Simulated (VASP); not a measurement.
# Ti12C13 in VASP: single point with PBE

Aim: the single point of Ti12C13 with PBE.

Program: VASP 6.6.1. These are calculated values, not measurements. Logs are shortened: lines on timing, memory, paths and dates and some standing lists are left out, and cuts for length are marked.

## Step 1: The cell of the first run

The cell holds a slab with vacuum, 25 atoms: a = 6.128 Å, b = 6.128 Å, c = 19.811 Å, α = 90.00°, β = 90.00°, γ = 90.00°.

## Step 2: Single point, PBE

Contents of INCAR:

```
SYSTEM = Ti12C13
  PREC = Accurate
  ENCUT = 520
  EDIFF = 1E-7
  ISMEAR = 0
  SIGMA = 0.1
  LREAL = Auto
  LASPH = .True.
  NELM = 60
  ALGO = Normal
  ISIF = 2
  LWAVE = .False.
  LCHARG = .True.
  LDIPOL = .True.
  IDIPOL = 3
  DIPOL = 0.5 0.5 0.317
  GGA = PE
  LELF = .True.
  LVHAR = .True.
  LVACPOTAV = .True.
  NBANDS = 116
```

Contents of KPOINTS:

```
regular mesh
0
Gamma
  5 5 1
  0 0 0
```

Contents of POSCAR:

```
Ti12C13
1.0
    6.1276785486      0.0000000000      0.0000000000
    0.0000000000      6.1276785486      0.0000000000
    0.0000000000      0.0000000000     19.8111521836
Ti C
12 13
Direct
    0.2500000000      0.2500000000      0.2019064799
    0.2500000000      0.7500000000      0.2019064799
    0.7500000000      0.2500000000      0.2019064799
    0.7500000000      0.7500000000      0.2019064799
    0.0000000000      0.0000000000      0.3089759294
    0.0000000000      0.5000000000      0.3089759294
    0.5000000000      0.0000000000      0.3089759294
    0.5000000000      0.5000000000      0.3089759294
    0.2500000000      0.2500000000      0.4140601451
    0.2500000000      0.7500000000      0.4140601451
    0.7500000000      0.2500000000      0.4140601451
    0.7500000000      0.7500000000      0.4140601451
    0.0000000000      0.0000000000      0.2019064799
    0.0000000000      0.5000000000      0.2019064799
    0.5000000000      0.0000000000      0.2019064799
    0.5000000000      0.5000000000      0.2019064799
    0.2500000000      0.2500000000      0.3083897447
    0.2500000000      0.7500000000      0.3083897447
    0.7500000000      0.2500000000      0.3083897447
    0.7500000000      0.7500000000      0.3083897447
    0.0000000000      0.0000000000      0.4195188703
    0.0000000000      0.5000000000      0.4195188703
    0.5000000000      0.0000000000      0.4195188703
    0.5000000000      0.5000000000      0.4195188703
    0.1666666667      0.1666666667      0.5035525574
```

Potentials or basis: VASP PAW PBE potentials, release 64 (Ti_sv, C).

The run is started by

```
$ cat potpaw_PBE.64/Ti_sv/POTCAR potpaw_PBE.64/C/POTCAR > POTCAR
$ mpirun -np 1 vasp_std > vasp.out
```

OUTCAR:

```text
SYSTEM = Ti12C13
   PREC = Accurate
   ENCUT = 520
   EDIFF = 1E-7
   ISMEAR = 0
   LREAL = Auto
   LASPH = .True.
   NELM = 60
   ISIF = 2
   GGA = PE

 ion  position               nearest neighbor table
   1  0.250  0.250  0.202-  17 2.11  14 2.17  15 2.17  16 2.17  13 2.17
   2  0.250  0.750  0.202-  18 2.11  14 2.17  15 2.17  16 2.17  13 2.17
   3  0.750  0.250  0.202-  19 2.11  14 2.17  15 2.17  16 2.17  13 2.17
   4  0.750  0.750  0.202-  20 2.11  14 2.17  15 2.17  16 2.17  13 2.17
   5  0.000  0.000  0.309-  13 2.12  17 2.17  18 2.17  19 2.17  20 2.17  21 2.19
   6  0.000  0.500  0.309-  14 2.12  17 2.17  18 2.17  19 2.17  20 2.17  22 2.19
   7  0.500  0.000  0.309-  15 2.12  17 2.17  18 2.17  19 2.17  20 2.17  23 2.19
   8  0.500  0.500  0.309-  16 2.12  17 2.17  18 2.17  19 2.17  20 2.17  24 2.19
   9  0.250  0.250  0.414-  25 1.91  17 2.09  22 2.17  23 2.17  24 2.17  21 2.17
  10  0.250  0.750  0.414-  18 2.09  21 2.17  22 2.17  23 2.17  24 2.17
  11  0.750  0.250  0.414-  19 2.09  21 2.17  22 2.17  23 2.17  24 2.17
  12  0.750  0.750  0.414-  20 2.09  21 2.17  22 2.17  23 2.17  24 2.17
  13  0.000  0.000  0.202-   5 2.12   2 2.17   3 2.17   4 2.17   1 2.17
  14  0.000  0.500  0.202-   6 2.12   2 2.17   3 2.17   4 2.17   1 2.17
  15  0.500  0.000  0.202-   7 2.12   2 2.17   3 2.17   4 2.17   1 2.17
  16  0.500  0.500  0.202-   8 2.12   2 2.17   3 2.17   4 2.17   1 2.17
  17  0.250  0.250  0.308-   9 2.09   1 2.11   6 2.17   7 2.17   8 2.17   5 2.17
  18  0.250  0.750  0.308-  10 2.09   2 2.11   6 2.17   7 2.17   8 2.17   5 2.17
  19  0.750  0.250  0.308-  11 2.09   3 2.11   6 2.17   7 2.17   8 2.17   5 2.17
  20  0.750  0.750  0.308-  12 2.09   4 2.11   6 2.17   7 2.17   8 2.17   5 2.17
  21  0.000  0.000  0.420-   9 2.17  10 2.17  11 2.17  12 2.17   5 2.19
  22  0.000  0.500  0.420-   9 2.17  10 2.17  11 2.17  12 2.17   6 2.19
  23  0.500  0.000  0.420-   9 2.17  10 2.17  11 2.17  12 2.17   7 2.19
  24  0.500  0.500  0.420-   9 2.17  10 2.17  11 2.17  12 2.17   8 2.19
  25  0.167  0.167  0.504-   9 1.91

  LATTYP: Found a simple tetragonal cell.
 ALAT       =     6.1276785486
 C/A-ratio  =     3.2330599633

  Lattice vectors:

 A1 = (   6.1276785486,   0.0000000000,   0.0000000000)
 A2 = (   0.0000000000,   6.1276785486,   0.0000000000)
 A3 = (   0.0000000000,   0.0000000000,  19.8111521836)

Analysis of symmetry for initial positions (statically):
=====================================================================
 Subroutine PRICEL returns:
 Original cell was already a primitive cell.

 Routine SETGRP: Setting up the symmetry group for a
 simple tetragonal supercell.

 Subroutine GETGRP returns: Found  2 space group operations
 (whereof  2 operations were pure point group operations)
 out of a pool of 16 trial point group operations.

The static configuration has the point symmetry C_1h.

Analysis of symmetry for dynamics (positions and initial velocities):
=====================================================================
 Subroutine PRICEL returns:
 Original cell was already a primitive cell.

 Routine SETGRP: Setting up the symmetry group for a
 simple tetragonal supercell.

 Subroutine GETGRP returns: Found  2 space group operations
 (whereof  2 operations were pure point group operations)
 out of a pool of 16 trial point group operations.

The dynamic configuration has the point symmetry C_1h.

 Subroutine INISYM returns: Found  2 space group operations
 (whereof  2 operations are pure point group operations),
 and found     1 'primitive' translations

----------------------------------------------------------------------------------------

                                     Primitive cell

  volume of cell :     743.8779

  direct lattice vectors                    reciprocal lattice vectors
     6.127678549  0.000000000  0.000000000     0.163193939  0.000000000  0.000000000
     0.000000000  6.127678549  0.000000000     0.000000000  0.163193939  0.000000000
     0.000000000  0.000000000 19.811152184     0.000000000  0.000000000  0.050476620

  length of vectors
     6.127678549  6.127678549 19.811152184     0.163193939  0.163193939  0.050476620

  position of ions in fractional coordinates (direct lattice)
     0.250000000  0.250000000  0.201906480
     0.250000000  0.750000000  0.201906480
     0.750000000  0.250000000  0.201906480
     0.750000000  0.750000000  0.201906480
     0.000000000  0.000000000  0.308975929
     0.000000000  0.500000000  0.308975929
[... 17 lines left out ...]
     0.500000000  0.500000000  0.419518870
     0.166666667  0.166666667  0.503552557

[... 41 lines left out ...]
     0.000000000  0.000000000  0.050476620     0.000000000  0.000000000  1.000000000

  Length of vectors
     0.032638788  0.032638788  0.050476620

  Shift w.r.t. Gamma in fractional coordinates (k-lattice)
     0.000000000  0.000000000  0.000000000

 Subroutine IBZKPT returns following result:
 ===========================================

 Found      9 irreducible k-points:

 Following reciprocal coordinates:
            Coordinates               Weight
  0.000000  0.000000  0.000000      1.000000
  0.200000  0.000000  0.000000      4.000000
  0.400000  0.000000  0.000000      4.000000
  0.200000  0.200000  0.000000      2.000000
 -0.200000  0.200000  0.000000      2.000000
  0.400000  0.200000  0.000000      4.000000
 -0.200000  0.400000  0.000000      4.000000
  0.400000  0.400000  0.000000      2.000000
 -0.400000  0.400000  0.000000      2.000000
   k-points           NKPTS =      9   k-points in BZ     NKDIM =      9   number of bands    NBANDS=    116
   number of dos      NEDOS =    301   number of ions     NIONS =     25
   total plane-waves  NPLWV = 345600
   dimension x,y,z NGX =    48 NGY =   48 NGZ =  150
   dimension x,y,z NGXF=    96 NGYF=   96 NGZF=  300
   ions per type =              12  13
   NGX,Y,Z   is equivalent  to a cutoff of  13.02, 13.02, 12.59 a.u.
   NGXF,Y,Z  is equivalent  to a cutoff of  26.05, 26.05, 25.17 a.u.
 SYSTEM =  Ti12C13
   PREC   = accura    normal or accurate (medium, high low for compatibility)
   ISTART =      0    job   : 0-new  1-cont  2-samecut
   ICHARG =      2    charge: 1-file 2-atom 10-const
   ISPIN  =      1    spin polarized calculation?
   LNONCOLLINEAR =      F non collinear calculations
   LSORBIT =      F    spin-orbit coupling
   LASPH  =      T    aspherical Exc in radial PAW
   ENCUT  =  520.0 eV  38.22 Ry    6.18 a.u.  11.39 11.39 36.84*2*pi/ulx,y,z
   NELM   =     60;   NELMIN=  2; NELMDL= -5     # of ELM steps
   EDIFF  = 0.1E-06   stopping-criterion for ELM
   LREAL  =      T    real-space projection
   EDIFFG = 0.1E-05   stopping-criterion for IOM
   NSW    =      0    number of steps for IOM
   IBRION =     -1    ionic relax: 0-MD 1-quasi-New 2-CG
   NFREE  =      0    steps in history (QN), initial steepest desc. (CG)
   ISIF   =      2    stress and relaxation
   ISYM   =      2    0-nonsym 1-usesym 2-fastsym
   POTIM  = 0.5000    time-step for ionic-motion
   TEBEG  =    0.0;   TEEND  =   0.0 temperature during run
   PSTRESS=    0.0 pullay stress
   NELECT =     196.0000    total number of electrons
   NUPDOWN=      -1.0000    fix difference up-down
   EMIN   =  10.00;   EMAX   =-10.00  energy-range for DOS
   EFERMI =   0.00;   METHOD = LEGACY
   ISMEAR =     0;   SIGMA  =   0.10  broadening in eV -4-tet -1-fermi 0-gaus
   EFERMI_NEDOS =   21; number of points for ismear=-14 and -15
   IALGO  =     38    algorithm
   IMIX   =      4    mixing-type and parameters
     AMIX     =   0.40;   BMIX     =  1.00
     AMIX_MAG =   1.60;   BMIX_MAG =  1.00
  volume/ion in A,a.u.               =      29.76       200.80
  Fermi-wavevector in a.u.,A,eV,Ry     =   1.049525  1.983315 14.986866  1.101504
  Thomas-Fermi vector in A             =   2.184492
   LORBIT       =      0    0 simple, 1 ext, 2 COOP (PROOUT), +10 PAW based schemes
   GGA     = PE    functional components
   LHFCALC =     F    Hartree Fock is set to
   AEXX    =    0.0000 exact exchange contribution
   IVDW    =     0    specifies the selected vdW correction
   LEPSILON=     F    determine dielectric tensor
   LRPA    =     F    only Hartree local field effects (RPA)
 non-spin polarized calculation
 Gauss-broadening in eV      SIGMA  =   0.10
  energy-cutoff  :      520.00
  volume of cell :      743.88
 maximum number of plane-waves:     20077
 NGX is ok and might be reduce to    48
   NGX = 23   NGY = 23   NGZ = 73

 dipolmoment           0.000000      0.000000     -0.303940 electrons x Angstroem

 number of electron     196.0000082 magnetization

 dipolmoment           0.000000      0.000000      0.313677 electrons x Angstroem

 Free energy of the ion-electron system (eV)
  ---------------------------------------------------
  ext. energy  EPLUGINS =         0.00000000
  ---------------------------------------------------
  free energy    TOTEN  =      -220.11505785 eV

  energy without entropy =     -220.08198230  energy(sigma->0) =     -220.09852008

 E-fermi :  -0.0366     XC(G=0):  -5.2151

 val. band max:       -0.0394484571   @ k =  -0.2000   0.2000   0.0000
 cond. band min:       0.0121785176   @ k =   0.4000   0.4000   0.0000
 fundamental gap:      0.0516269747
 Fermi energy:        -0.0365900195

 k-point     1 :       0.0000    0.0000    0.0000
  band No.  band energies     occupation
      1     -56.5883      2.00000
      2     -56.5779      2.00000
      3     -56.5711      2.00000
      4     -56.5569      2.00000
      5     -56.5177      2.00000
      6     -56.4901      2.00000
[... 1006 lines left out ...]
    109       2.1719      0.00000
    110       2.2477      0.00000
 [bands above 110 left out]

------------------------ aborting loop because EDIFF is reached ----------------------------------------

  FORCE on cell =-STRESS in cart. coord.  units (eV):
  Direction    XX          YY          ZZ          XY          YZ          ZX
  --------------------------------------------------------------------------------------
  -------------------------------------------------------------------------------------
  Total      -13.0499607    -13.0499607      1.8652265      0.1804210     -3.1539268     -3.1538690
  in kB      -28.1072336    -28.1072336      4.0173575      0.3885939     -6.7929828     -6.7928581
  external PRESSURE =     -17.3990366 kB  Pullay stress =       0.0000000 kB

 VOLUME and BASIS-vectors are now :
 -----------------------------------------------------------------------------
  energy-cutoff  :      520.00
  volume of cell :      743.88
      direct lattice vectors                 reciprocal lattice vectors
     6.127678549  0.000000000  0.000000000     0.163193939  0.000000000  0.000000000
     0.000000000  6.127678549  0.000000000     0.000000000  0.163193939  0.000000000
     0.000000000  0.000000000 19.811152184     0.000000000  0.000000000  0.050476620

 POSITION                                       TOTAL-FORCE (eV/Angst)
 -----------------------------------------------------------------------------------
      1.53192      1.53192      4.00000        -0.104218     -0.104218      1.077940
      1.53192      4.59576      4.00000        -0.036395      0.035659      0.940734
      4.59576      1.53192      4.00000         0.035659     -0.036395      0.940734
      4.59576      4.59576      4.00000         0.029953      0.029953      1.049869
      0.00000      0.00000      6.12117         0.333618      0.333618      0.017420
      0.00000      3.06384      6.12117         0.069755     -0.129992     -0.004736
[... 17 lines left out ...]
      3.06384      3.06384      8.31115         0.221153      0.221153     -0.265106
      1.02128      1.02128      9.97596        -1.827716     -1.827716      0.013597
 -----------------------------------------------------------------------------------
    total drift:                                0.000357      0.000357     -0.137443

  FREE ENERGIE OF THE ION-ELECTRON SYSTEM (eV)
  ---------------------------------------------------
  free  energy   TOTEN  =      -220.1150578545 eV

  energy  without entropy=     -220.0819823018  energy(sigma->0) =     -220.09852008

 vacuum level on the upper side and lower side of the slab         5.571         4.059
```

Wall time 63 min (1 thread of Intel Xeon Platinum 8488C (Sapphire Rapids), shared host); peak memory 0.96 GiB.

What came out:

```yaml
Free_energy: -220.1151 eV
Largest_force: 2.585 eV/Å
Band_gap_on_the_k_mesh: zero (band 98 reaches 0.17 eV, above the bottom of band 99 at -0.09 eV)
```

Forces on the atoms (eV/Å):
```
Ti  -0.104 -0.104  1.078
Ti  -0.036  0.036  0.941
Ti   0.036 -0.036  0.941
Ti   0.030  0.030  1.050
Ti   0.334  0.334  0.017
Ti   0.070 -0.130 -0.005
Ti  -0.130  0.070 -0.005
Ti  -0.003 -0.003  0.038
Ti   1.163  1.163 -1.166
Ti   0.304 -0.041  0.402
Ti  -0.041  0.304  0.402
Ti  -0.231 -0.231  0.200
C   -0.028 -0.028 -1.142
C    0.016  0.021 -1.011
C    0.021  0.016 -1.011
C    0.032  0.032 -1.011
C   -0.145 -0.145 -1.004
C   -0.018 -0.061  0.151
C   -0.061 -0.018  0.151
C    0.013  0.013  0.106
C    0.200  0.200  1.314
C   -0.190  0.376 -0.092
C    0.376 -0.190 -0.092
C    0.221  0.221 -0.265
C   -1.828 -1.828  0.014
```

Levels at points of the mesh, in eV from the Fermi level:
```tsv
k point	band 94	band 95	band 96	band 97	band 98	band 99	band 100	band 101	band 102	band 103
(0.00, 0.00, 0.00)	-0.20	-0.19	-0.18	-0.05	0.20	0.22	0.51	0.56	1.05	1.16
```
